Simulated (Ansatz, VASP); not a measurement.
SnO in VASP and in Ansatz

INCAR

```
  PREC = Accurate
  ENCUT = 520
  EDIFF = 1E-7
  ISMEAR = 0
  SIGMA = 0.01
  LREAL = F
  LASPH = T
  NELM = 60
  ALGO = Normal
  ISIF = 2
  LWAVE = F
  LCHARG = T
  LELF = T
  LVHAR = T
  NBANDS = 28
```

File KPOINTS:

```
Automatic mesh
0
Gamma
  4 3 3
```

Contents of POSCAR:

```
SnO
1.0
    3.3550050000      0.0000000000      0.0000000000
    0.0000000000      5.6741040000      0.0000000000
    0.0000000000      0.0000000000      4.2219700000
Sn O
2 2
Direct
   -0.0045268399      0.2038794374      0.4890831276
    0.4977884766      0.7507758150     -0.0111088656
   -0.0033820217      0.8838557491      0.7370856980
    0.4961185163      0.0713522435      0.2380684517
```

Input for Ansatz:

```yaml
crystal:
  lattice:
    - [3.355005, 0.0, 0.0]
    - [0.0, 5.674104, 0.0]
    - [0.0, 0.0, 4.22197]
  atoms:
    - { symbol: Sn, position: [-0.004526839940264179, 0.20387943742522946, 0.4890831276443896] }
    - { symbol: Sn, position: [0.49778847660031017, 0.7507758149717383, -0.011108865581978525] }
    - { symbol: O, position: [-0.0033820217458315036, 0.88385574912414, 0.7370856979709028] }
    - { symbol: O, position: [0.496118516274519, 0.07135224350498917, 0.2380684517022454] }
kpoints:
  mp_grid:
    grid: [4, 3, 3]
hamiltonian:
  xc: lda
scf:
  occupations:
    method: fixed
output:
  forces: true
```

Alike in both runs: task single point; functional LDA; k mesh 4 × 3 × 3; no spin polarisation.

|  | VASP | Ansatz |
| --- | --- | --- |
| version | VASP 6.6.1 | Ansatz 0.2.0 |
| potentials or method | VASP PAW LDA potentials, release 64 (Sn_d, O) | plane waves, PAW |
| plane-wave cutoff (eV) | 520 | 420 |
| occupations | gaussian, width 0.01 eV | fixed |
| valence electrons in the cell | 40 | 40 |

VASP gave:

```
rms of the force components (eV/Å) : 0.056
```

Problem. Estimate Ansatz's values.

Solution. rms of the force components (eV/Å): 0.023.

LDA's correlation is that of Perdew and Zunger in VASP and of Perdew and Wang (1992) in Ansatz. Atom by atom the forces differ by 0.047 eV/Å (rms over components).

The k mesh is coarse, so the values compare programs but aren't converged.
